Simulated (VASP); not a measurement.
A run of VASP 6.6.1 is set up as follows.

File INCAR:

```
PREC = Accurate
ENCUT = 520
EDIFF = 1E-7
ISMEAR = -1
SIGMA = 0.08
LREAL = F
LASPH = T
NELM = 100
ALGO = Normal
ISIF = 2
LWAVE = F
LCHARG = F
GGA = PS
NBANDS = 17
```

The input KPOINTS:

```
regular mesh
0
Gamma
  12 12 12
```

File POSCAR:

```
SnSe
1.0
    0.0000000000      3.2578322384      3.2578322384
    3.2578322384      0.0000000000      3.2578322384
    3.2578322384      3.2578322384      0.0000000000
Sn Se
1 1
Direct
    0.0000000000      0.0000000000      0.0000000000
    0.2500000000      0.2500000000      0.2500000000
```

Potentials or basis: VASP PAW PBE potentials, release 64 (Sn_d, Se).

Run with:

```sh
$ cat potpaw_PBE.64/Sn_d/POTCAR potpaw_PBE.64/Se/POTCAR > POTCAR
$ mpirun -np 1 vasp_std > vasp.out
```

**Question.** Estimate the pressure.

**Answer.** 2.2 GPa.

**Question.** Predict the band gap on the k mesh.

**Answer.** Zero (band 10 reaches 3.88 eV, above the bottom of band 11 at 3.43 eV).

Caveat: the PAW data sets were made with another functional, which shifts forces and pressure a little; spin-orbit coupling is left out, which moves the levels of the heavy elements.
